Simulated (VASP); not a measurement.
ZnSe, 2 atoms in the cell. The structure is cubic, space group F-43m (No. 216). Conventional cell: a = 5.555 Å, b = 5.555 Å, c = 5.555 Å, α = 90.00°, β = 90.00°, γ = 90.00°. Zn (site symmetry -43m) has 4 Se at 2.41 Å within 3.2 Å. Se (site symmetry -43m) has 4 Zn at 2.41 Å within 3.2 Å. 

```yaml
Program: VASP 6.6.1
Task: vibrations by perturbation theory
Functional: PBEsol
Potentials_or_basis: VASP PAW PBE potentials, release 64 (Zn, Se)
Cutoff: 520 eV
k_mesh: 8 × 8 × 8
Occupations: gaussian, width 0.01 eV
Spin: no spin polarisation
Dipole_correction: no
Further_INCAR_settings: ALGO = Normal; EDIFF = 1e-08; IBRION = 8; NSW = 1
```

Potentials or basis: VASP PAW PBE potentials, release 64 (Zn, Se).

Command:

```sh
$ cat potpaw_PBE.64/Zn/POTCAR potpaw_PBE.64/Se/POTCAR > POTCAR
$ mpirun -np 1 vasp_std > vasp.out
```

Hardware: 1 thread of Intel(R) Xeon(R) Platinum 8259CL CPU @ 2.50GHz (Skylake/Cascade Lake), with other jobs on the host.

**Question.** How long does it take, and how much memory?

**Answer.** Run time: 7.3 min on 1 thread of Intel(R) Xeon(R) Platinum 8259CL CPU @ 2.50GHz (Skylake/Cascade Lake), with other jobs on the host, peak memory 0.3 GiB. Counts: scf iterations 146, k points 29.
